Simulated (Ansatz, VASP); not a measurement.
## Two plane-wave programs on Ca

```
CELL_PARAMETERS angstrom
0.00000 2.33016 2.33016
2.33016 0.00000 2.33016
2.33016 2.33016 0.00000
ATOMIC_POSITIONS crystal
Ca 0.00000 0.00000 0.00000
```

Change from the starting cell: volume scaled by 0.6, PAW files.

Alike in both runs: task single point; functional PBE; k mesh 12 × 12 × 12; occupations fermi-dirac, width 0.08 eV; no spin polarisation.

|  | VASP | Ansatz |
| --- | --- | --- |
| version | VASP 6.6.1 | Ansatz 0.2.0 |
| potentials or method | VASP PAW PBE potentials, release 64 (Ca_sv) | PAW with Ansatz's default frozen-core files, scalar-relativistic |
| plane-wave cutoff (eV) | 520 | 420 |
| valence electrons in the cell | 10 | 10 |

|  | VASP | Ansatz | Ansatz less VASP |
| --- | --- | --- | --- |
| pressure (GPa) | 19.6 | 19.5 | -0.02 |
